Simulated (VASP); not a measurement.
# Nb (I4/mmm) in VASP: further runs

Runs on Nb. Level: PBEsol. Tasks: single point.

Program: VASP 6.6.1. These are calculated values, not measurements. Logs are shortened: lines on timing, memory, paths and dates and some standing lists are left out, and cuts for length are marked.

## Step 1: The cell of the first run

It takes space group I4/mmm (No. 139, tetragonal). Conventional cell: a = 2.842 Å, b = 2.842 Å, c = 4.124 Å, α = 90.00°, β = 90.00°, γ = 90.00°. Within 3.7 Å of Nb (site symmetry 4/mmm) lie 12 Nb at 2.84 to 2.88 Å.

## Step 2: Single point, PBEsol (strain -0.050 along x and y, -0.025 along z)

Contents of INCAR:

```
  ALGO = Normal
  EDIFF = 1E-6
  ENCUT = 500
  GGA = PS
  GGA_COMPAT = False
  ISIF = 2
  ISMEAR = 0
  LASPH = True
  LCHARG = True
  LELF = True
  LREAL = False
  LVHAR = True
  LWAVE = False
  NBANDS = 12
  NELM = 120
  PREC = Accurate
  SIGMA = 0.15
```

Contents of KPOINTS:

```
k-points
0
Gamma
  20 20 20
```

Contents of POSCAR:

```
Nb
1.0
    0.0000000000      2.0092500000      2.0621250000
    2.0092500000      0.0000000000      2.0621250000
    2.0092500000      2.0092500000      0.0000000000
Nb
1
Direct
    0.0000000000      0.0000000000      0.0000000000
```

Potentials or basis: VASP PAW PBE potentials, release 64 (Nb_sv).

Launch:

```console
> cat potpaw_PBE.64/Nb_sv/POTCAR > POTCAR
> mpirun -np 1 vasp_std > vasp.out
```

OUTCAR:

```text
EDIFF = 1E-6
   ENCUT = 500
   GGA = PS
   ISIF = 2
   ISMEAR = 0
   LASPH = True
   LREAL = False
   NELM = 120
   PREC = Accurate

 ion  position               nearest neighbor table
   1  0.000  0.000  0.000-

  LATTYP: Found a body centered tetragonal cell.
 ALAT       =     2.8415086002
 C/A-ratio  =     1.4514297088

  Lattice vectors:

 A1 = (  -2.0092500000,   0.0000000000,   2.0621250000)
 A2 = (   2.0092500000,   0.0000000000,   2.0621250000)
 A3 = (   0.0000000000,   2.0092500000,  -2.0621250000)

Analysis of symmetry for initial positions (statically):
=====================================================================
 Subroutine PRICEL returns:
 Original cell was already a primitive cell.

 Routine SETGRP: Setting up the symmetry group for a
 body centered tetragonal supercell.

 Subroutine GETGRP returns: Found 16 space group operations
 (whereof 16 operations were pure point group operations)
 out of a pool of 16 trial point group operations.

The static configuration has the point symmetry D_4h.

Analysis of symmetry for dynamics (positions and initial velocities):
=====================================================================
 Subroutine PRICEL returns:
 Original cell was already a primitive cell.

 Routine SETGRP: Setting up the symmetry group for a
 body centered tetragonal supercell.

 Subroutine GETGRP returns: Found 16 space group operations
 (whereof 16 operations were pure point group operations)
 out of a pool of 16 trial point group operations.

The dynamic configuration has the point symmetry D_4h.

 Subroutine INISYM returns: Found 16 space group operations
 (whereof 16 operations are pure point group operations),
 and found     1 'primitive' translations

----------------------------------------------------------------------------------------

                                     Primitive cell

  volume of cell :      16.6500

  direct lattice vectors                    reciprocal lattice vectors
     0.000000000  2.009250000  2.062125000    -0.248849073  0.248849073  0.242468328
     2.009250000  0.000000000  2.062125000     0.248849073 -0.248849073  0.242468328
     2.009250000  2.009250000  0.000000000     0.248849073  0.248849073 -0.242468328

  length of vectors
     2.879139642  2.879139642  2.841508600     0.427367070  0.427367070  0.427367070

  position of ions in fractional coordinates (direct lattice)
     0.000000000  0.000000000  0.000000000

  ion indices of the primitive-cell ions
   primitive index   ion index
                 1           1

----------------------------------------------------------------------------------------

 KPOINTS: k-points

Automatic generation of k-mesh.
 Grid dimensions read from file:
 generate k-points for:   20   20   20

 Generating k-lattice:

  Cartesian coordinates                     Fractional coordinates (reciprocal lattice)
    -0.012442454  0.012442454  0.012123416     0.050000000 -0.000000000  0.000000000
     0.012442454 -0.012442454  0.012123416    -0.000000000  0.050000000  0.000000000
     0.012442454  0.012442454 -0.012123416     0.000000000  0.000000000  0.050000000

  Length of vectors
     0.021368353  0.021368353  0.021368353

  Shift w.r.t. Gamma in fractional coordinates (k-lattice)
     0.000000000  0.000000000  0.000000000

 Subroutine IBZKPT returns following result:
 ===========================================

 Found    641 irreducible k-points:

 Following reciprocal coordinates:
            Coordinates               Weight
  0.000000  0.000000  0.000000      1.000000
  0.050000  0.000000  0.000000      8.000000
  0.100000  0.000000  0.000000      8.000000
  0.150000  0.000000  0.000000      8.000000
  0.200000  0.000000  0.000000      8.000000
  0.250000  0.000000  0.000000      8.000000
[... 16 lines left out ...]
 -0.400000  0.050000  0.000000      8.000000
 -0.350000  0.050000  0.000000      8.000000
 [... further k-points ...]
   k-points           NKPTS =    641   k-points in BZ     NKDIM =    641   number of bands    NBANDS=     12
   number of dos      NEDOS =    301   number of ions     NIONS =      1
   total plane-waves  NPLWV =  13824
   dimension x,y,z NGX =    24 NGY =   24 NGZ =   24
   dimension x,y,z NGXF=    48 NGYF=   48 NGZF=   48
   ions per type =               1
   NGX,Y,Z   is equivalent  to a cutoff of  13.86, 13.86, 14.04 a.u.
   NGXF,Y,Z  is equivalent  to a cutoff of  27.72, 27.72, 28.08 a.u.
 SYSTEM =  unknown system
   PREC   = accura    normal or accurate (medium, high low for compatibility)
   ISTART =      0    job   : 0-new  1-cont  2-samecut
   ICHARG =      2    charge: 1-file 2-atom 10-const
   ISPIN  =      1    spin polarized calculation?
   LNONCOLLINEAR =      F non collinear calculations
   LSORBIT =      F    spin-orbit coupling
   LASPH  =      T    aspherical Exc in radial PAW
   ENCUT  =  500.0 eV  36.75 Ry    6.06 a.u.   5.25  5.25  5.18*2*pi/ulx,y,z
   NELM   =    120;   NELMIN=  2; NELMDL= -5     # of ELM steps
   EDIFF  = 0.1E-05   stopping-criterion for ELM
   LREAL  =      F    real-space projection
[... 7 lines left out ...]
   TEBEG  =    0.0;   TEEND  =   0.0 temperature during run
   PSTRESS=    0.0 pullay stress
   NELECT =      13.0000    total number of electrons
   NUPDOWN=      -1.0000    fix difference up-down
   EMIN   =  10.00;   EMAX   =-10.00  energy-range for DOS
   EFERMI =   0.00;   METHOD = LEGACY
   ISMEAR =     0;   SIGMA  =   0.15  broadening in eV -4-tet -1-fermi 0-gaus
   EFERMI_NEDOS =   21; number of points for ismear=-14 and -15
   IALGO  =     38    algorithm
   IMIX   =      4    mixing-type and parameters
     AMIX     =   0.40;   BMIX     =  1.00
     AMIX_MAG =   1.60;   BMIX_MAG =  1.00
  volume/ion in A,a.u.               =      16.65       112.36
  Fermi-wavevector in a.u.,A,eV,Ry     =   1.507480  2.848725 30.919195  2.272497
  Thomas-Fermi vector in A             =   2.618061
   LORBIT       =      0    0 simple, 1 ext, 2 COOP (PROOUT), +10 PAW based schemes
   GGA     = PS    functional components
   LHFCALC =     F    Hartree Fock is set to
   AEXX    =    0.0000 exact exchange contribution
   IVDW    =     0    specifies the selected vdW correction
   LEPSILON=     F    determine dielectric tensor
   LRPA    =     F    only Hartree local field effects (RPA)
 non-spin polarized calculation
 Gauss-broadening in eV      SIGMA  =   0.15
  energy-cutoff  :      500.00
  volume of cell :       16.65
 maximum number of plane-waves:       436
 NGX is ok and might be reduce to    24
   NGX = 11   NGY = 11   NGZ = 11

 number of electron      13.0000000 magnetization

 Free energy of the ion-electron system (eV)
  ---------------------------------------------------
  ext. energy  EPLUGINS =         0.00000000
  ---------------------------------------------------
  free energy    TOTEN  =       -10.54878495 eV

  energy without entropy =      -10.53306790  energy(sigma->0) =      -10.54092642

 E-fermi :  12.5827     XC(G=0): -13.0434

 val. band max:       12.5817420131   @ k =   0.4000   0.0000   0.1000
 cond. band min:      12.5864596971   @ k =   0.4500   0.0500   0.1500
 fundamental gap:      0.0047176839
 Fermi energy:        12.5826958282

 k-point     1 :       0.0000    0.0000    0.0000
  band No.  band energies     occupation
      1     -42.0121      2.00000
      2     -17.1533      2.00000
      3     -17.1410      2.00000
      4     -17.1410      2.00000
      5       6.0726      2.00000
      6      12.3607      1.96362
      7      12.7023      0.25953
      8      12.7023      0.25953
      9      15.3931      0.00000
     10      15.8851      0.00000
     11      24.5224      0.00000
     12      29.2236      0.00000

 k-point     2 :       0.0500    0.0000    0.0000
  band No.  band energies     occupation
      1     -42.0046      2.00000
      2     -17.1923      2.00000
      3     -17.1549      2.00000
      4     -17.1458      2.00000
      5       6.1812      2.00000
      6      12.3585      1.96543
      7      12.6660      0.43204
      8      12.7534      0.10743
      9      15.3484      0.00000
     10      15.8282      0.00000
     11      24.7469      0.00000
     12      29.1375      0.00000

 k-point     3 :       0.1000    0.0000    0.0000
  band No.  band energies     occupation
      1     -41.9827      2.00000
      2     -17.3257      2.00000
      3     -17.1738      2.00000
      4     -17.1597      2.00000
      5       6.4934      2.00000
      6      12.2292      1.99914
      7      12.6976      0.27879
      8      12.8929      0.00345
      9      15.2456      0.00000
     10      15.6862      0.00000
     11      25.3626      0.00000
     12      28.4118      0.00000
[... 286 lines left out ...]
 k-point    23 :      -0.4000    0.0500    0.0000
  band No.  band energies     occupation
      1     -41.7125      2.00000
      2     -18.7754      2.00000
      3     -17.4250      2.00000
      4     -17.3145      2.00000
      5       8.3975      2.00000
      6      12.1810      1.99985
      7      12.6881      0.32048
      8      13.6645      0.00000
      9      17.2377      0.00000
     10      18.1269      0.00000
     11      24.0453      0.00000
     12      26.3220      0.00000

 k-point    24 :      -0.3500    0.0500    0.0000
  band No.  band energies     occupation
      1     -41.7438      2.00000
      2     -18.6199      2.00000
      3     -17.4053      2.00000
      4     -17.2899      2.00000
      5       8.4473      2.00000
      6      12.3552      1.96800
      7      12.8300      0.01971
      8      12.9329      0.00096
      9      16.6286      0.00000
     10      17.5973      0.00000
     11      24.1707      0.00000
     12      27.6790      0.00000

 [... further k-points ...]

------------------------ aborting loop because EDIFF is reached ----------------------------------------

  FORCE on cell =-STRESS in cart. coord.  units (eV):
  Direction    XX          YY          ZZ          XY          YZ          ZX
  --------------------------------------------------------------------------------------
  -------------------------------------------------------------------------------------
  Total        1.4347987      1.4347987      2.3803115      0.0000000     -0.0000000      0.0000000
  in kB      138.0665959    138.0665959    229.0506066      0.0000000     -0.0000000      0.0000000
  external PRESSURE =     168.3945995 kB  Pullay stress =       0.0000000 kB

 VOLUME and BASIS-vectors are now :
 -----------------------------------------------------------------------------
  energy-cutoff  :      500.00
  volume of cell :       16.65
      direct lattice vectors                 reciprocal lattice vectors
     0.000000000  2.009250000  2.062125000    -0.248849073  0.248849073  0.242468328
     2.009250000  0.000000000  2.062125000     0.248849073 -0.248849073  0.242468328
     2.009250000  2.009250000  0.000000000     0.248849073  0.248849073 -0.242468328

 POSITION                                       TOTAL-FORCE (eV/Angst)
 -----------------------------------------------------------------------------------
      0.00000      0.00000      0.00000         0.000000      0.000000      0.000000
 -----------------------------------------------------------------------------------
    total drift:                                0.000000     -0.000000     -0.000000

  FREE ENERGIE OF THE ION-ELECTRON SYSTEM (eV)
  ---------------------------------------------------
  free  energy   TOTEN  =       -10.5487849471 eV

  energy  without entropy=      -10.5330678959  energy(sigma->0) =      -10.54092642
```

It took 82 s on 1 thread of Intel Xeon Platinum 8488C (Sapphire Rapids), shared host; peak memory 0.24 GiB.

Results:

| Property | Result |
| --- | --- |
| Free energy | -10.5488 eV |
| Pressure | 16.8 GPa |
| Band gap on the k mesh | zero (an odd number of electrons rules out a gap without spin polarisation) |

Caveat: the cell differs from its parent crystal (strain -0.050 along x and y, -0.025 along z); the cell stands under pressure; the PAW data sets were made with another functional, which shifts forces and pressure a little.

(Continued in part 2 of 2.)
